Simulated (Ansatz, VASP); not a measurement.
## Rb3Pt in VASP and in Ansatz

```
Rb Pt
1.0
     5.49879    0.00000    0.00000
     0.00000    5.49879    0.00000
     0.00000    0.00000    5.49879
Rb Pt
3 1
Cartesian
  0.0000 0.0000 2.7494
  0.0000 2.7494 0.0000
  2.7494 0.0000 0.0000
  2.7494 2.7494 2.7494
```

Alike in both runs: task single point; functional PBE; k mesh 4 × 4 × 4; occupations gaussian, width 0.1 eV; no spin polarisation.

```csv
,VASP,Ansatz
version,VASP 6.6.1,Ansatz 0.2.0
potentials or method,"VASP PAW PBE potentials, release 64 (Rb_sv, Pt), cutoff 500 eV","scalar-relativistic, plane waves, PAW"
valence electrons in the cell,37,45
```

|  | VASP | Ansatz | Ansatz less VASP |
| --- | --- | --- | --- |
| gap on the k mesh at the Fermi level (eV) | none | none | - |
| pressure (GPa) | -0.1 | -0.1 | -0.01 |

A gap of «none» marks a metal or a gap that the smearing closes. VASP's potentials hold 37 valence electrons a cell and Ansatz's 45, so a difference there can come from the potentials and not from the codes.

Spin-orbit coupling is off throughout.
